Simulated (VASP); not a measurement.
# LaMg (Pm-3m) in VASP: single point with LDA

Aim: the single point of LaMg with LDA.

Everything below comes from runs of VASP 6.6.1. Logs are shortened: lines on timing, memory, paths and dates and some standing lists are left out, and cuts for length are marked.

## 1. The cell of the first run

Symmetry: Pm-3m, No. 221, cubic system. Conventional cell: a = 3.965 Å, b = 3.965 Å, c = 3.965 Å, α = 90.00°, β = 90.00°, γ = 90.00°. Within 4.5 Å of La (site symmetry m-3m) lie 8 Mg at 3.43 Å and 6 La at 3.96 Å. Mg (site symmetry m-3m) has 8 La at 3.43 Å and 6 Mg at 3.96 Å within 4.5 Å.

## 2. Single point, LDA

File INCAR:

```
ALGO = Normal ; EDIFF = 1E-6
ENCUT = 520 ; ISIF = 2
ISMEAR = 1 ; LASPH = True
LCHARG = False ; LREAL = False
LWAVE = False ; NBANDS = 14
NELM = 80 ; PREC = Accurate
SIGMA = 0.1
```

File KPOINTS:

```
k-points
0
Gamma
  9 9 9
```

File POSCAR:

```
LaMg
1.0
    3.9650000000      0.0000000000      0.0000000000
    0.0000000000      3.9650000000      0.0000000000
    0.0000000000      0.0000000000      3.9650000000
La Mg
1 1
Direct
    0.5000000000      0.5000000000      0.5000000000
    0.0000000000      0.0000000000      0.0000000000
```

Potentials or basis: VASP PAW LDA potentials, release 64 (La, Mg).

Launch:

```console
> cat potpaw_LDA.64/La/POTCAR potpaw_LDA.64/Mg/POTCAR > POTCAR
> mpirun -np 1 vasp_std > vasp.out
```

OUTCAR:

```text
EDIFF = 1E-6
   ENCUT = 520
   ISIF = 2
   ISMEAR = 1
   LASPH = True
   LREAL = False
   NELM = 80
   PREC = Accurate

 ion  position               nearest neighbor table
   1  0.500  0.500  0.500-   2 3.43   2 3.43   2 3.43   2 3.43   2 3.43   2 3.43   2 3.43   2 3.43

   2  0.000  0.000  0.000-   1 3.43   1 3.43   1 3.43   1 3.43   1 3.43   1 3.43   1 3.43   1 3.43

  LATTYP: Found a simple cubic cell.
 ALAT       =     3.9650000000

  Lattice vectors:

 A1 = (   3.9650000000,   0.0000000000,   0.0000000000)
 A2 = (   0.0000000000,   3.9650000000,   0.0000000000)
 A3 = (   0.0000000000,   0.0000000000,   3.9650000000)

Analysis of symmetry for initial positions (statically):
=====================================================================
 Subroutine PRICEL returns:
 Original cell was already a primitive cell.

 Routine SETGRP: Setting up the symmetry group for a
 simple cubic supercell.

 Subroutine GETGRP returns: Found 48 space group operations
 (whereof 48 operations were pure point group operations)
 out of a pool of 48 trial point group operations.

The static configuration has the point symmetry O_h .

Analysis of symmetry for dynamics (positions and initial velocities):
=====================================================================
 Subroutine PRICEL returns:
 Original cell was already a primitive cell.

 Routine SETGRP: Setting up the symmetry group for a
 simple cubic supercell.

 Subroutine GETGRP returns: Found 48 space group operations
 (whereof 48 operations were pure point group operations)
 out of a pool of 48 trial point group operations.

The dynamic configuration has the point symmetry O_h .

 Subroutine INISYM returns: Found 48 space group operations
 (whereof 48 operations are pure point group operations),
 and found     1 'primitive' translations

----------------------------------------------------------------------------------------

                                     Primitive cell

  volume of cell :      62.3347

  direct lattice vectors                    reciprocal lattice vectors
     3.965000000  0.000000000  0.000000000     0.252206810  0.000000000  0.000000000
     0.000000000  3.965000000  0.000000000     0.000000000  0.252206810  0.000000000
     0.000000000  0.000000000  3.965000000     0.000000000  0.000000000  0.252206810

  length of vectors
     3.965000000  3.965000000  3.965000000     0.252206810  0.252206810  0.252206810

  position of ions in fractional coordinates (direct lattice)
     0.500000000  0.500000000  0.500000000
     0.000000000  0.000000000  0.000000000

  ion indices of the primitive-cell ions
   primitive index   ion index
                 1           1
                 2           2

----------------------------------------------------------------------------------------

 KPOINTS: k-points

Automatic generation of k-mesh.
 Grid dimensions read from file:
 generate k-points for:    9    9    9

 Generating k-lattice:

  Cartesian coordinates                     Fractional coordinates (reciprocal lattice)
     0.028022979  0.000000000  0.000000000     0.111111111  0.000000000  0.000000000
     0.000000000  0.028022979  0.000000000     0.000000000  0.111111111  0.000000000
     0.000000000  0.000000000  0.028022979     0.000000000  0.000000000  0.111111111

  Length of vectors
     0.028022979  0.028022979  0.028022979

  Shift w.r.t. Gamma in fractional coordinates (k-lattice)
     0.000000000  0.000000000  0.000000000

 Subroutine IBZKPT returns following result:
 ===========================================

 Found     35 irreducible k-points:

 Following reciprocal coordinates:
            Coordinates               Weight
  0.000000  0.000000  0.000000      1.000000
  0.111111  0.000000  0.000000      6.000000
  0.222222  0.000000  0.000000      6.000000
  0.333333  0.000000  0.000000      6.000000
  0.444444  0.000000  0.000000      6.000000
  0.111111  0.111111  0.000000     12.000000
[... 16 lines left out ...]
  0.333333  0.333333  0.111111     24.000000
  0.444444  0.333333  0.111111     48.000000
 [... further k-points ...]
   k-points           NKPTS =     35   k-points in BZ     NKDIM =     35   number of bands    NBANDS=     14
   number of dos      NEDOS =    301   number of ions     NIONS =      2
   total plane-waves  NPLWV =  27000
   dimension x,y,z NGX =    30 NGY =   30 NGZ =   30
   dimension x,y,z NGXF=    60 NGYF=   60 NGZF=   60
   ions per type =               1   1
   NGX,Y,Z   is equivalent  to a cutoff of  12.58, 12.58, 12.58 a.u.
   NGXF,Y,Z  is equivalent  to a cutoff of  25.16, 25.16, 25.16 a.u.
 SYSTEM =  unknown system
   PREC   = accura    normal or accurate (medium, high low for compatibility)
   ISTART =      0    job   : 0-new  1-cont  2-samecut
   ICHARG =      2    charge: 1-file 2-atom 10-const
   ISPIN  =      1    spin polarized calculation?
   LNONCOLLINEAR =      F non collinear calculations
   LSORBIT =      F    spin-orbit coupling
   LASPH  =      T    aspherical Exc in radial PAW
   ENCUT  =  520.0 eV  38.22 Ry    6.18 a.u.   7.37  7.37  7.37*2*pi/ulx,y,z
   NELM   =     80;   NELMIN=  2; NELMDL= -5     # of ELM steps
   EDIFF  = 0.1E-05   stopping-criterion for ELM
   LREAL  =      F    real-space projection
   EDIFFG = 0.1E-04   stopping-criterion for IOM
   NSW    =      0    number of steps for IOM
   IBRION =     -1    ionic relax: 0-MD 1-quasi-New 2-CG
   NFREE  =      0    steps in history (QN), initial steepest desc. (CG)
   ISIF   =      2    stress and relaxation
   ISYM   =      2    0-nonsym 1-usesym 2-fastsym
   POTIM  = 0.5000    time-step for ionic-motion
   TEBEG  =    0.0;   TEEND  =   0.0 temperature during run
   PSTRESS=    0.0 pullay stress
   NELECT =      13.0000    total number of electrons
   NUPDOWN=      -1.0000    fix difference up-down
   EMIN   =  10.00;   EMAX   =-10.00  energy-range for DOS
   EFERMI =   0.00;   METHOD = LEGACY
   ISMEAR =     1;   SIGMA  =   0.10  broadening in eV -4-tet -1-fermi 0-gaus
   EFERMI_NEDOS =   21; number of points for ismear=-14 and -15
   IALGO  =     38    algorithm
   IMIX   =      4    mixing-type and parameters
     AMIX     =   0.40;   BMIX     =  1.00
     AMIX_MAG =   1.60;   BMIX_MAG =  1.00
  volume/ion in A,a.u.               =      31.17       210.33
  Fermi-wavevector in a.u.,A,eV,Ry     =   0.970836  1.834615 12.823811  0.942523
  Thomas-Fermi vector in A             =   2.101004
   LORBIT       =      0    0 simple, 1 ext, 2 COOP (PROOUT), +10 PAW based schemes
   GGA     = CA    functional components
   LHFCALC =     F    Hartree Fock is set to
   AEXX    =    0.0000 exact exchange contribution
   IVDW    =     0    specifies the selected vdW correction
   LEPSILON=     F    determine dielectric tensor
   LRPA    =     F    only Hartree local field effects (RPA)
 non-spin polarized calculation
 Methfessel and Paxton  Order N= 1 SIGMA  =   0.10
  energy-cutoff  :      520.00
  volume of cell :       62.33
 maximum number of plane-waves:      1743
 NGX is ok and might be reduce to    30
   NGX = 15   NGY = 15   NGZ = 15

 number of electron      12.9999998 magnetization

 Free energy of the ion-electron system (eV)
  ---------------------------------------------------
  ext. energy  EPLUGINS =         0.00000000
  ---------------------------------------------------
  free energy    TOTEN  =        -7.55543094 eV

  energy without entropy =       -7.55200115  energy(sigma->0) =       -7.55428768

 E-fermi :   5.3252     XC(G=0):  -9.2216

 val. band max:        5.3130822552   @ k =   0.2222   0.2222   0.1111
 cond. band min:       5.3315218225   @ k =   0.2222   0.2222   0.0000
 fundamental gap:      0.0184395673
 Fermi energy:         5.3251817938

 k-point     1 :       0.0000    0.0000    0.0000
  band No.  band energies     occupation
      1     -27.5324      2.00000
      2     -11.0347      2.00000
      3     -11.0347      2.00000
      4     -11.0347      2.00000
      5       0.4886      2.00000
      6       4.7210      2.00000
      7       4.7210      2.00000
      8       6.7349     -0.00000
      9       6.7349     -0.00000
     10       6.7349     -0.00000
     11       6.7962     -0.00000
     12       6.7962     -0.00000
     13       6.7962     -0.00000
     14       6.9592     -0.00000

 k-point     2 :       0.1111    0.0000    0.0000
  band No.  band energies     occupation
      1     -27.5283      2.00000
      2     -11.0972      2.00000
      3     -11.0292      2.00000
      4     -11.0292      2.00000
      5       0.6569      2.00000
      6       4.7870      2.00000
      7       4.8076      2.00000
      8       6.6724     -0.00000
      9       6.7310     -0.00000
     10       6.7310     -0.00000
     11       6.7769     -0.00000
     12       6.7983     -0.00000
     13       6.7983     -0.00000
     14       6.9493     -0.00000

 k-point     3 :       0.2222    0.0000    0.0000
  band No.  band energies     occupation
      1     -27.5180      2.00000
      2     -11.2507      2.00000
      3     -11.0151      2.00000
      4     -11.0151      2.00000
      5       1.1255      2.00000
      6       4.8579      2.00000
      7       4.9715      2.00001
      8       6.5553     -0.00000
      9       6.7115     -0.00000
     10       6.7115     -0.00000
     11       6.7161     -0.00000
     12       6.8037     -0.00000
     13       6.8037     -0.00000
     14       6.9256     -0.00000
[... 324 lines left out ...]
 k-point    23 :       0.3333    0.3333    0.1111
  band No.  band energies     occupation
      1     -27.4768      2.00000
      2     -11.3626      2.00000
      3     -11.3480      2.00000
      4     -11.0210      2.00000
      5       2.5700      2.00000
      6       4.4597      2.00000
      7       5.4474     -0.07091
      8       6.1389     -0.00000
      9       6.5593     -0.00000
     10       6.6570     -0.00000
     11       6.7561     -0.00000
     12       6.9048     -0.00000
     13       6.9466     -0.00000
     14       7.0556     -0.00000

 k-point    24 :       0.4444    0.3333    0.1111
  band No.  band energies     occupation
      1     -27.4693      2.00000
      2     -11.4552      2.00000
      3     -11.3391      2.00000
      4     -11.0100      2.00000
      5       2.6839      2.00000
      6       4.4882      2.00000
      7       5.3491      0.60773
      8       6.0679     -0.00000
      9       6.6484     -0.00000
     10       6.7104     -0.00000
     11       6.7432     -0.00000
     12       6.9294     -0.00000
     13       6.9842     -0.00000
     14       7.0675     -0.00000

 [... further k-points ...]

------------------------ aborting loop because EDIFF is reached ----------------------------------------

  FORCE on cell =-STRESS in cart. coord.  units (eV):
  Direction    XX          YY          ZZ          XY          YZ          ZX
  --------------------------------------------------------------------------------------
  -------------------------------------------------------------------------------------
  Total       -1.1769594     -1.1769594     -1.1769594     -0.0000000      0.0000000      0.0000000
  in kB      -30.2511914    -30.2511914    -30.2511914     -0.0000000      0.0000000      0.0000000
  external PRESSURE =     -30.2511914 kB  Pullay stress =       0.0000000 kB

 VOLUME and BASIS-vectors are now :
 -----------------------------------------------------------------------------
  energy-cutoff  :      520.00
  volume of cell :       62.33
      direct lattice vectors                 reciprocal lattice vectors
     3.965000000  0.000000000  0.000000000     0.252206810  0.000000000  0.000000000
     0.000000000  3.965000000  0.000000000     0.000000000  0.252206810  0.000000000
     0.000000000  0.000000000  3.965000000     0.000000000  0.000000000  0.252206810

 POSITION                                       TOTAL-FORCE (eV/Angst)
 -----------------------------------------------------------------------------------
      1.98250      1.98250      1.98250         0.000000      0.000000      0.000000
      0.00000      0.00000      0.00000         0.000000      0.000000      0.000000
 -----------------------------------------------------------------------------------
    total drift:                                0.000000      0.000000     -0.000000

  FREE ENERGIE OF THE ION-ELECTRON SYSTEM (eV)
  ---------------------------------------------------
  free  energy   TOTEN  =        -7.5554309423 eV

  energy  without entropy=       -7.5520011468  energy(sigma->0) =       -7.55428768
```

Wall time 38 s (1 thread of Intel Xeon 8259CL, shared host); peak memory 0.18 GiB.

What came out:

- Free energy: -7.5554 eV
- Pressure: -3.0 GPa
- Band gap on the k mesh: zero (an odd number of electrons rules out a gap without spin polarisation)

Levels at points of the mesh, in eV from the Fermi level:
```
           k point  band 5  band 6  band 7  band 8  band 9  band 10
(0.00, 0.00, 0.00)   -4.84   -0.60   -0.60    1.41    1.41     1.41
```

Caveat: the cell stands under tension; spin-orbit coupling is left out, which moves the levels of the heavy elements.
